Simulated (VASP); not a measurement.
# Sc (P6_3/mmc) in VASP: further runs

Sc is run at these levels: PBE, LDA; tasks: single point.

Everything below comes from runs of VASP 6.6.1. Logs are shortened: lines on timing, memory, paths and dates and some standing lists are left out, and cuts for length are marked.

**1. The cell of the first run**

Symmetry: P6_3/mmc, No. 194, hexagonal system. The conventional cell has a = 3.264 Å, b = 3.264 Å, c = 5.202 Å, α = 90.00°, β = 90.00°, γ = 120.00°. Within 4.2 Å of Sc (site symmetry -6m2) lie 12 Sc at 3.21 to 3.26 Å.

**2. Single point, PBE**

The input, INCAR:

```
SYSTEM = Sc
PREC = Accurate ; ENCUT = 520
EDIFF = 1E-6 ; ISMEAR = -1
SIGMA = 0.05 ; LREAL = .False.
LASPH = .True. ; NELM = 100
ALGO = Normal ; ISIF = 2
LWAVE = .False. ; LCHARG = .True.
GGA = PE ; LELF = .True.
LVHAR = .True. ; NBANDS = 18
```

The input, KPOINTS:

```
Automatic mesh
0
Gamma
  9 9 5
  0 0 0
```

The input, POSCAR:

```
Sc
1.0
    3.2642783016      0.0000000000      0.0000000000
   -1.6321391508      2.8269479342      0.0000000000
    0.0000000000      0.0000000000      5.2020304526
Sc
2
Direct
    0.6666666667      0.3333333333      0.7500000000
    0.3333333333      0.6666666667      0.2500000000
```

Potentials or basis: VASP PAW PBE potentials, release 64 (Sc_sv).

Launch:

```sh
$ cat potpaw_PBE.64/Sc_sv/POTCAR > POTCAR
$ mpirun -np 1 vasp_std > vasp.out
```

OUTCAR:

```text
SYSTEM = Sc
   PREC = Accurate
   ENCUT = 520
   EDIFF = 1E-6
   ISMEAR = -1
   LREAL = .False.
   LASPH = .True.
   NELM = 100
   ISIF = 2
   GGA = PE

 ion  position               nearest neighbor table
   1  0.667  0.333  0.750-   2 3.21   2 3.21   2 3.21   2 3.21   2 3.21   2 3.21
   2  0.333  0.667  0.250-   1 3.21   1 3.21   1 3.21   1 3.21   1 3.21   1 3.21

  LATTYP: Found a hexagonal cell.
 ALAT       =     3.2642783016
 C/A-ratio  =     1.5936234512

  Lattice vectors:

 A1 = (   3.2642783016,   0.0000000000,   0.0000000000)
 A2 = (  -1.6321391508,   2.8269479342,   0.0000000000)
 A3 = (   0.0000000000,   0.0000000000,   5.2020304526)

Analysis of symmetry for initial positions (statically):
=====================================================================
 Subroutine PRICEL returns:
 Original cell was already a primitive cell.

 Routine SETGRP: Setting up the symmetry group for a
 hexagonal supercell.

 Subroutine GETGRP returns: Found 24 space group operations
 (whereof 12 operations were pure point group operations)
 out of a pool of 24 trial point group operations.

The static configuration has the point symmetry D_3d.
 The point group associated with its full space group is D_6h.

Analysis of symmetry for dynamics (positions and initial velocities):
=====================================================================
 Subroutine PRICEL returns:
 Original cell was already a primitive cell.

 Routine SETGRP: Setting up the symmetry group for a
 hexagonal supercell.

 Subroutine GETGRP returns: Found 24 space group operations
 (whereof 12 operations were pure point group operations)
 out of a pool of 24 trial point group operations.

The dynamic configuration has the point symmetry D_3d.
 The point group associated with its full space group is D_6h.

 Subroutine INISYM returns: Found 24 space group operations
 (whereof 12 operations are pure point group operations),
 and found     1 'primitive' translations

----------------------------------------------------------------------------------------

                                     Primitive cell

  volume of cell :      48.0040

  direct lattice vectors                    reciprocal lattice vectors
     3.264278302  0.000000000  0.000000000     0.306346429  0.176869193  0.000000000
    -1.632139151  2.826947934  0.000000000     0.000000000  0.353738386  0.000000000
     0.000000000  0.000000000  5.202030453     0.000000000  0.000000000  0.192232631

  length of vectors
     3.264278302  3.264278302  5.202030453     0.353738386  0.353738386  0.192232631

  position of ions in fractional coordinates (direct lattice)
     0.666666667  0.333333333  0.750000000
     0.333333333  0.666666667  0.250000000

  ion indices of the primitive-cell ions
   primitive index   ion index
                 1           1
                 2           2

----------------------------------------------------------------------------------------

 KPOINTS: Automatic mesh

Automatic generation of k-mesh.
 Grid dimensions read from file:
 generate k-points for:    9    9    5

 Generating k-lattice:

  Cartesian coordinates                     Fractional coordinates (reciprocal lattice)
     0.034038492  0.019652133  0.000000000     0.111111111  0.000000000  0.000000000
     0.000000000  0.039304265  0.000000000     0.000000000  0.111111111  0.000000000
     0.000000000  0.000000000  0.038446526     0.000000000  0.000000000  0.200000000

  Length of vectors
     0.039304265  0.039304265  0.038446526

  Shift w.r.t. Gamma in fractional coordinates (k-lattice)
     0.000000000  0.000000000  0.000000000

 Subroutine IBZKPT returns following result:
 ===========================================

 Found     36 irreducible k-points:

 Following reciprocal coordinates:
            Coordinates               Weight
  0.000000  0.000000  0.000000      1.000000
  0.111111 -0.000000  0.000000      6.000000
  0.222222  0.000000  0.000000      6.000000
  0.333333  0.000000  0.000000      6.000000
  0.444444  0.000000  0.000000      6.000000
  0.111111  0.111111  0.000000      6.000000
[... 16 lines left out ...]
  0.333333  0.222222  0.200000     24.000000
  0.333333  0.333333  0.200000      4.000000
 [... further k-points ...]
   k-points           NKPTS =     36   k-points in BZ     NKDIM =     36   number of bands    NBANDS=     18
   number of dos      NEDOS =    301   number of ions     NIONS =      2
   total plane-waves  NPLWV =  23040
   dimension x,y,z NGX =    24 NGY =   24 NGZ =   40
   dimension x,y,z NGXF=    48 NGYF=   48 NGZF=   80
   ions per type =               2
   NGX,Y,Z   is equivalent  to a cutoff of  12.22, 12.22, 12.78 a.u.
   NGXF,Y,Z  is equivalent  to a cutoff of  24.45, 24.45, 25.57 a.u.
 SYSTEM =  Sc
   PREC   = accura    normal or accurate (medium, high low for compatibility)
   ISTART =      0    job   : 0-new  1-cont  2-samecut
   ICHARG =      2    charge: 1-file 2-atom 10-const
   ISPIN  =      1    spin polarized calculation?
   LNONCOLLINEAR =      F non collinear calculations
   LSORBIT =      F    spin-orbit coupling
   LASPH  =      T    aspherical Exc in radial PAW
   ENCUT  =  520.0 eV  38.22 Ry    6.18 a.u.   6.07  6.07  9.67*2*pi/ulx,y,z
   NELM   =    100;   NELMIN=  2; NELMDL= -5     # of ELM steps
   EDIFF  = 0.1E-05   stopping-criterion for ELM
   LREAL  =      F    real-space projection
   EDIFFG = 0.1E-04   stopping-criterion for IOM
   NSW    =      0    number of steps for IOM
   IBRION =     -1    ionic relax: 0-MD 1-quasi-New 2-CG
   NFREE  =      0    steps in history (QN), initial steepest desc. (CG)
   ISIF   =      2    stress and relaxation
   ISYM   =      2    0-nonsym 1-usesym 2-fastsym
   POTIM  = 0.5000    time-step for ionic-motion
   TEBEG  =    0.0;   TEEND  =   0.0 temperature during run
   PSTRESS=    0.0 pullay stress
   NELECT =      22.0000    total number of electrons
   NUPDOWN=      -1.0000    fix difference up-down
   EMIN   =  10.00;   EMAX   =-10.00  energy-range for DOS
   EFERMI =   0.00;   METHOD = LEGACY
   ISMEAR =    -1;   SIGMA  =   0.05  broadening in eV -4-tet -1-fermi 0-gaus
   EFERMI_NEDOS =   21; number of points for ismear=-14 and -15
   IALGO  =     38    algorithm
   IMIX   =      4    mixing-type and parameters
     AMIX     =   0.40;   BMIX     =  1.00
     AMIX_MAG =   1.60;   BMIX_MAG =  1.00
  volume/ion in A,a.u.               =      24.00       161.97
  Fermi-wavevector in a.u.,A,eV,Ry     =   1.262185  2.385184 21.675599  1.593112
  Thomas-Fermi vector in A             =   2.395606
   LORBIT       =      0    0 simple, 1 ext, 2 COOP (PROOUT), +10 PAW based schemes
   GGA     = PE    functional components
   LHFCALC =     F    Hartree Fock is set to
   AEXX    =    0.0000 exact exchange contribution
   IVDW    =     0    specifies the selected vdW correction
   LEPSILON=     F    determine dielectric tensor
   LRPA    =     F    only Hartree local field effects (RPA)
 non-spin polarized calculation
  energy-cutoff  :      520.00
  volume of cell :       48.00
 maximum number of plane-waves:      1311
   NGX = 13   NGY = 13   NGZ = 19

 number of electron      21.9999998 magnetization

 Free energy of the ion-electron system (eV)
  ---------------------------------------------------
  ext. energy  EPLUGINS =         0.00000000
  ---------------------------------------------------
  free energy    TOTEN  =       -12.50355963 eV

  energy without entropy =      -12.46853472  energy(sigma->0) =      -12.48604717

 E-fermi :   3.8404     XC(G=0):  -9.9852

 val. band max:        3.8402461223   @ k =   0.4444   0.1111   0.4000
 cond. band min:       3.8405668423   @ k =   0.1111   0.1111   0.2000
 fundamental gap:      0.0003207200
 Fermi energy:         3.8403672931

 k-point     1 :       0.0000    0.0000    0.0000
  band No.  band energies     occupation
      1     -45.5135      2.00000
      2     -45.4406      2.00000
      3     -24.3533      2.00000
      4     -23.9812      2.00000
      5     -23.9812      2.00000
      6     -23.9171      2.00000
[... 10 lines left out ...]
     17       6.2980      0.00000
     18       6.2980      0.00000

 k-point     2 :       0.1111   -0.0000    0.0000
  band No.  band energies     occupation
      1     -45.5069      2.00000
      2     -45.4380      2.00000
      3     -24.3360      2.00000
      4     -24.0167      2.00000
      5     -23.9929      2.00000
      6     -23.9540      2.00000
[... 10 lines left out ...]
     17       6.0991      0.00000
     18       6.1356      0.00000

 k-point     3 :       0.2222    0.0000    0.0000
  band No.  band energies     occupation
      1     -45.4896      2.00000
      2     -45.4318      2.00000
      3     -24.2886      2.00000
      4     -24.1075      2.00000
      5     -24.0446      2.00000
      6     -24.0212      2.00000
[... 10 lines left out ...]
     17       6.3645      0.00000
     18       6.5996      0.00000

 k-point     4 :       0.3333    0.0000    0.0000
  band No.  band energies     occupation
      1     -45.4683      2.00000
      2     -45.4264      2.00000
      3     -24.2240      2.00000
      4     -24.2120      2.00000
      5     -24.1430      2.00000
      6     -24.0519      2.00000
[... 375 lines left out ...]
      4     -24.2130      2.00000
      5     -24.1080      2.00000
      6     -24.0908      2.00000
[... 10 lines left out ...]
     17       7.3735      0.00000
     18       7.6678      0.00000

 k-point    23 :       0.3333    0.2222    0.2000
  band No.  band energies     occupation
      1     -45.4414      2.00000
      2     -45.4281      2.00000
      3     -24.2607      2.00000
      4     -24.2208      2.00000
      5     -24.1494      2.00000
      6     -24.0775      2.00000
[... 10 lines left out ...]
     17       7.3822      0.00000
     18       7.8504      0.00000

 k-point    24 :       0.3333    0.3333    0.2000
  band No.  band energies     occupation
      1     -45.4324      2.00000
      2     -45.4324      2.00000
      3     -24.2163      2.00000
      4     -24.2087      2.00000
      5     -24.2087      2.00000
      6     -24.1006      2.00000
[... 10 lines left out ...]
     17       7.5419      0.00000
     18       7.5419      0.00000

 [... further k-points ...]
[... 5 lines left out ...]
  --------------------------------------------------------------------------------------
  -------------------------------------------------------------------------------------
  Total        0.6594982      0.6594982      0.1468398      0.0000000      0.0000000      0.0000000
  in kB       22.0113302     22.0113302      4.9009079      0.0000000      0.0000000      0.0000000
  external PRESSURE =      16.3078561 kB  Pullay stress =       0.0000000 kB

 VOLUME and BASIS-vectors are now :
 -----------------------------------------------------------------------------
  energy-cutoff  :      520.00
  volume of cell :       48.00
      direct lattice vectors                 reciprocal lattice vectors
     3.264278302  0.000000000  0.000000000     0.306346429  0.176869193  0.000000000
    -1.632139151  2.826947934  0.000000000     0.000000000  0.353738386  0.000000000
     0.000000000  0.000000000  5.202030453     0.000000000  0.000000000  0.192232631

 POSITION                                       TOTAL-FORCE (eV/Angst)
 -----------------------------------------------------------------------------------
      1.63214      0.94232      3.90152         0.000000     -0.000000      0.000000
     -0.00000      1.88463      1.30051        -0.000000      0.000000      0.000000
 -----------------------------------------------------------------------------------
    total drift:                                0.000000     -0.000000      0.000000

  FREE ENERGIE OF THE ION-ELECTRON SYSTEM (eV)
  ---------------------------------------------------
  free  energy   TOTEN  =       -12.5035596306 eV

  energy  without entropy=      -12.4685347191  energy(sigma->0) =      -12.48604717
```

It took 22 s on 1 thread of Intel Xeon Platinum 8259CL at 2.50GHz (Skylake/Cascade Lake), shared host; peak memory 0.17 GiB.

Results:

* Free energy: -12.5036 eV
* Pressure: 1.6 GPa
* Band gap on the k mesh: zero (band 11 reaches 4.53 eV, above the bottom of band 12 at 3.34 eV)

**3. Single point, LDA**

This run uses another cell than the first one, of 25.50 Å³/atom, 1.062 times its volume.

The input, INCAR:

```
SYSTEM = Sc
PREC = Accurate ; ENCUT = 520
EDIFF = 1E-6 ; ISMEAR = -1
SIGMA = 0.05 ; LREAL = .FALSE.
LASPH = .TRUE. ; NELM = 60
ALGO = Fast ; ISIF = 2
LWAVE = .FALSE. ; LCHARG = .FALSE.
GGA = CA ; NBANDS = 18
```

The input, KPOINTS:

```
regular mesh
0
G
  9 9 5
  0 0 0
```

The input, POSCAR:

```
Sc
1.0
    3.3309145459      0.0000000000      0.0000000000
   -1.6654572730      2.8846566146      0.0000000000
    0.0000000000      0.0000000000      5.3082235343
Sc
2
Direct
    0.6666666667      0.3333333333      0.7500000000
    0.3333333333      0.6666666667      0.2500000000
```

Potentials or basis: VASP PAW LDA potentials, release 64 (Sc_sv).

Launch:

```sh
$ cat potpaw_LDA.64/Sc_sv/POTCAR > POTCAR
$ mpirun -np 1 vasp_std > vasp.out
```

OUTCAR:

```text
SYSTEM = Sc
   PREC = Accurate
   ENCUT = 520
   EDIFF = 1E-6
   ISMEAR = -1
   LREAL = .FALSE.
   LASPH = .TRUE.
   NELM = 60
   ISIF = 2
   GGA = CA

 ion  position               nearest neighbor table
   1  0.667  0.333  0.750-   2 3.28   2 3.28   2 3.28   2 3.28   2 3.28   2 3.28
   2  0.333  0.667  0.250-   1 3.28   1 3.28   1 3.28   1 3.28   1 3.28   1 3.28

  LATTYP: Found a hexagonal cell.
 ALAT       =     3.3309145459
 C/A-ratio  =     1.5936234512

  Lattice vectors:

 A1 = (   3.3309145459,   0.0000000000,   0.0000000000)
 A2 = (  -1.6654572730,   2.8846566146,   0.0000000000)
 A3 = (   0.0000000000,   0.0000000000,   5.3082235343)

Analysis of symmetry for initial positions (statically):
=====================================================================
 Subroutine PRICEL returns:
 Original cell was already a primitive cell.

 Routine SETGRP: Setting up the symmetry group for a
 hexagonal supercell.

 Subroutine GETGRP returns: Found 24 space group operations
[... 155 lines left out ...]
 NGX is ok and might be reduce to    28
   NGX = 13   NGY = 13   NGZ = 19

 number of electron      22.0000004 magnetization

 Free energy of the ion-electron system (eV)
  ---------------------------------------------------
  ext. energy  EPLUGINS =         0.00000000
  ---------------------------------------------------
  free energy    TOTEN  =       -13.33829142 eV

  energy without entropy =      -13.30109240  energy(sigma->0) =      -13.31969191

 E-fermi :   3.2671     XC(G=0): -10.0044

 val. band max:        3.2641698422   @ k =   0.4444   0.1111   0.4000
 cond. band min:       3.2742642296   @ k =   0.1111   0.1111   0.2000
 fundamental gap:      0.0100943874
 Fermi energy:         3.2670723522

 k-point     1 :       0.0000    0.0000    0.0000
  band No.  band energies     occupation
      1     -45.6390      2.00000
      2     -45.5792      2.00000
      3     -24.7776      2.00000
      4     -24.4665      2.00000
      5     -24.4665      2.00000
      6     -24.4114      2.00000
[... 481 lines left out ...]
      5     -24.6573      2.00000
      6     -24.5670      2.00000
[... 10 lines left out ...]
     17       6.6783      0.00000
     18       6.6833      0.00000

 [... further k-points ...]
[... 5 lines left out ...]
  --------------------------------------------------------------------------------------
  -------------------------------------------------------------------------------------
  Total       -1.7565832     -1.7565832     -2.2667794      0.0000000      0.0000000     -0.0000000
  in kB      -55.1788297    -55.1788297    -71.2054139      0.0000000      0.0000000     -0.0000000
  external PRESSURE =     -60.5210245 kB  Pullay stress =       0.0000000 kB

 VOLUME and BASIS-vectors are now :
 -----------------------------------------------------------------------------
  energy-cutoff  :      520.00
  volume of cell :       51.00
      direct lattice vectors                 reciprocal lattice vectors
     3.330914546  0.000000000  0.000000000     0.300217849  0.173330856  0.000000000
    -1.665457273  2.884656615  0.000000000     0.000000000  0.346661712  0.000000000
     0.000000000  0.000000000  5.308223534     0.000000000  0.000000000  0.188386942

 POSITION                                       TOTAL-FORCE (eV/Angst)
 -----------------------------------------------------------------------------------
      1.66546      0.96155      3.98117        -0.000000     -0.000000      0.000000
     -0.00000      1.92310      1.32706         0.000000      0.000000      0.000000
 -----------------------------------------------------------------------------------
    total drift:                               -0.000000      0.000000     -0.000000

  FREE ENERGIE OF THE ION-ELECTRON SYSTEM (eV)
  ---------------------------------------------------
  free  energy   TOTEN  =       -13.3382914214 eV

  energy  without entropy=      -13.3010923969  energy(sigma->0) =      -13.31969191
```

stdout:

```text
POSCAR found type information on POSCAR Sc
 POSCAR found :  1 types and       2 ions
 scaLAPACK will be used
 LDA part: xc-table for (Slater(with rela. corr.)+CA(PZ))
 , standard interpolation
 POSCAR, INCAR and KPOINTS ok, starting setup
 FFT: planning ... GRIDC
 FFT: planning ... GRID_SOFT
 FFT: planning ... GRID
 WAVECAR not read
 entering main loop
```

It took 43 s on 1 thread of Intel Xeon Platinum 8259CL at 2.50GHz (Skylake/Cascade Lake), shared host; peak memory 0.16 GiB.

Results:

| Item | Value |
| --- | --- |
| Free energy | -13.3383 eV |
| Pressure | -6.1 GPa |
| Band gap on the k mesh | zero (band 11 reaches 3.91 eV, above the bottom of band 12 at 2.82 eV) |

Stress tensor (GPa, compression positive):
```
-5.52  0.00  0.00
 0.00 -5.52  0.00
 0.00  0.00 -7.12
```

(Part 1 of 2 ends here.)
